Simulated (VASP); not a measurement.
Here is a VASP 6.6.1 calculation.

File INCAR:

```
SYSTEM = ZnS
  ALGO = Normal
  EDIFF = 1E-7
  ENCUT = 520
  GGA = CA
  ISIF = 2
  ISMEAR = 0
  LASPH = .True.
  LCHARG = .False.
  LREAL = .False.
  LWAVE = .False.
  NBANDS = 16
  NELM = 60
  PREC = Accurate
  SIGMA = 0.02
```

Contents of KPOINTS:

```
k-points
0
Gamma
  10 10 10
  0 0 0
```

Contents of POSCAR:

```
ZnS
1.0
    0.0000000000      2.6484239314      2.6484239314
    2.6484239314      0.0000000000      2.6484239314
    2.6484239314      2.6484239314      0.0000000000
Zn S
1 1
Direct
    0.0000000000      0.0000000000      0.0000000000
    0.7500000000      0.7500000000      0.7500000000
```

Potentials or basis: VASP PAW LDA potentials, release 64 (Zn, S).

Launch:

```console
$ cat potpaw_LDA.64/Zn/POTCAR potpaw_LDA.64/S/POTCAR > POTCAR
$ mpirun -np 1 vasp_std > vasp.out
```

(1) What does it give for the band gap on the k mesh?

(2) Predict the pressure.

Results:

(1) 2.16 eV, direct.

(2) 0.3 GPa.
